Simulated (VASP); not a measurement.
NaH: electric field gradients with PBEsol

The system is NaH.

```
Na H
1.0
     0.00000    2.48786    2.48786
     2.48786    0.00000    2.48786
     2.48786    2.48786    0.00000
Na H
1 1
Direct
  0.00000 0.00000 0.00000
  0.50000 0.50000 0.50000
```

| Quantity | Value |
| --- | --- |
| Program | VASP 6.6.1 |
| Task | electric field gradients |
| Functional | PBEsol |
| Potentials or basis | VASP PAW PBE potentials, release 64 (Na_pv, H) |
| Cutoff | 520 eV |
| k mesh | 9 × 9 × 9 |
| Occupations | fermi-dirac, width 0.03 eV |
| Spin | no spin polarisation |
| Dipole correction | no |
| Further INCAR settings | ALGO = Normal; EDIFF = 1e-08; NBANDS = 11 |

```yaml
Pressure: -2.2 GPa
Band_gap_on_the_k_mesh: 3.72 eV (least direct gap 4.42 eV)
Largest_electric_field_gradient_by_atom: zero within the noise of the run
```

Levels at points of the mesh, in eV from the valence-band top:
```tsv
k point	band 2	band 3	band 4	band 5	band 6	band 7
(0.00, 0.00, 0.00)	-22.09	-22.09	-3.42	9.73	14.83	14.83
```

Wall time 20 s on 1 thread of Intel Xeon 8259CL (shared host), peak memory 0.15 GiB.

Caveat: the PAW data sets were made with another functional, which shifts forces and pressure a little; an odd mesh through Γ misses points on the zone boundary, where band edges can lie.
